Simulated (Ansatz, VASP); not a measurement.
# Two plane-wave programs on Ti

```
Ti
1.0
     2.90046    0.00000    0.00000
    -1.45023    2.51187    0.00000
     0.00000    0.00000    4.59083
Ti
2
Direct
  0.33333 0.66667 0.25000
  0.66667 0.33333 0.75000
```

Alike in both runs: functional PBEsol; k mesh 18 × 18 × 10; occupations gaussian, width 0.1 eV; no spin polarisation.

Ansatz relaxed the structure, and its values are those at the end. VASP's run is a single point on that final structure, the one shown.

```csv
,VASP,Ansatz
version,VASP 6.6.1,Ansatz 0.2.0
potentials or method,"VASP PAW PBE potentials, release 64 (Ti_sv), cutoff 520 eV","scalar-relativistic, plane waves, PAW"
valence electrons in the cell,24,24
```

```tsv
	VASP	Ansatz	Ansatz less VASP
gap on the k mesh at the Fermi level (eV)	none	none	-
pressure (GPa)	-0.3	0.0	+0.28
```

VASP's potentials were made for PBE, not for PBEsol. A gap of «none» marks a metal or a gap that the smearing closes.
